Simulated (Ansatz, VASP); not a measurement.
**One calculation of V, two programs**

Contents of INCAR:

```
SYSTEM = V
PREC = Accurate ; ENCUT = 520
EDIFF = 1E-7 ; ISMEAR = -1
SIGMA = 0.1 ; LREAL = .False.
LASPH = .True. ; NELM = 80
ALGO = Normal ; ISIF = 2
LWAVE = .False. ; LCHARG = .False.
GGA = B5 ; ALDAX = 1.0
AGGAX = 1.0 ; AGGAC = 1.0
ALDAC = 0.0 ; NBANDS = 20
```

The input KPOINTS:

```
regular mesh
0
Gamma
  15 15 8
  0 0 0
```

Contents of POSCAR:

```
V
1.0
    2.7254772852      0.0000000000      0.0000000000
   -1.3627386426      2.3603325664      0.0000000000
    0.0000000000      0.0000000000      4.9745889350
V
2
Direct
    0.3333333333      0.6666666667      0.2500000000
    0.6666666667      0.3333333333      0.7500000000
```

Input for Ansatz:

```yaml
crystal:
  lattice:
    - [2.7254772852, 0.0, 0.0]
    - [-1.3627386426, 2.3603325664, 0.0]
    - [0.0, 0.0, 4.974588935]
  atoms:
    - { symbol: V, position: [0.3333333333, 0.6666666667, 0.25] }
    - { symbol: V, position: [0.6666666667, 0.3333333333, 0.75] }
hamiltonian:
  xc: blyp
  pseudopotentials:
    kind: paw
    azcp:
      V: "pseudopotentials/V.paw.azcp"
basis:
  ecutwfc: 420
  fft_grid_basis: typed
kpoints:
  mp_grid: { grid: [15, 15, 8], shift: [0, 0, 0] }
magnetization:
  spin_polarized: false
scf:
  occupations: { method: fermi_dirac, width: 0.1 }
  lower_state_search: "off"
output:
  stress: true
```

Alike in both runs: task single point; functional BLYP; k mesh 15 × 15 × 8; occupations fermi-dirac, width 0.1 eV; no spin polarisation.

|  | VASP | Ansatz |
| --- | --- | --- |
| version | VASP 6.6.1 | Ansatz 0.2.0 |
| potentials or method | VASP PAW PBE potentials, release 64 (V_sv), cutoff 520 eV | plane waves (420 eV) with PAW, scalar-relativistic |
| valence electrons in the cell | 26 | 26 |

|  | VASP | Ansatz | Ansatz less VASP |
| --- | --- | --- | --- |
| pressure (GPa) | -14.0 | -14.2 | -0.19 |
| traceless stress, the component that is largest in VASP (GPa) | 0.74 | 0.74 | +0.001 |

VASP's potentials were made for PBE, not for BLYP. The functional is the same, so the differences come from potentials, cutoffs and numerics.
